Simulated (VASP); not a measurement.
Input of a VASP 6.6.1 run:

File INCAR:

```
  PREC = Accurate
  ENCUT = 520
  EDIFF = 1E-6
  ISMEAR = 0
  SIGMA = 0.05
  LREAL = Auto
  LASPH = True
  NELM = 100
  ALGO = Normal
  ISIF = 2
  LWAVE = False
  LCHARG = False
  GGA = PE
  NBANDS = 48
```

The input KPOINTS:

```
Automatic mesh
0
Gamma
  2 2 2
```

POSCAR

```
Si
1.0
    0.0000000000      5.4300000000      5.4300000000
    5.4300000000      0.0000000000      5.4300000000
    5.4300000000      5.4300000000      0.0000000000
Si
17
Direct
   -0.0064248619      0.0185942910     -0.0060871087
    0.1242710866      0.1309548803      0.1246220994
    0.0078406998     -0.0016727440      0.4969136280
    0.1242709945      0.1309549724      0.6201470534
    0.0034279006      0.5030330571      0.0037837017
    0.1180857274      0.6450560773      0.1184264273
    0.0034278085      0.5030331492      0.4897502762
    0.1408387661      0.6192551565      0.6199503683
    0.4965620626     -0.0016458564      0.0081839779
    0.6198089319      0.1309732044      0.1246065378
    0.4965622468     -0.0016460405      0.4968950276
    0.6323575506      0.1022308471      0.6327034070
    0.4894125230      0.5030502762      0.0037661142
    0.6195907919      0.6192784530      0.1412156538
    0.5093097606      0.4713116022      0.5096869245
    0.6195910681      0.6192785451      0.6199102210
    0.7613543278      0.7151432781      0.7617489871
```

Potentials or basis: VASP PAW PBE potentials, release 64 (Si).

Run with:

```bash
$ cat potpaw_PBE.64/Si/POTCAR > POTCAR
$ mpirun -np 1 vasp_std > vasp.out
```

**Question.** Predict the largest force.

**Answer.** 0.170 eV/Å.

**Question.** What does it give for the pressure?

**Answer.** 5.2 GPa.

**Question.** Estimate the band gap on the k mesh.

**Answer.** Zero (band 34 reaches 6.91 eV, above the bottom of band 35 at 6.73 eV).

Stress tensor (GPa, compression positive):
```
 5.18  0.09 -0.09
 0.09  5.18  0.09
-0.09  0.09  5.18
```

Caveat: the k points lie up to 0.50 Å⁻¹ apart.
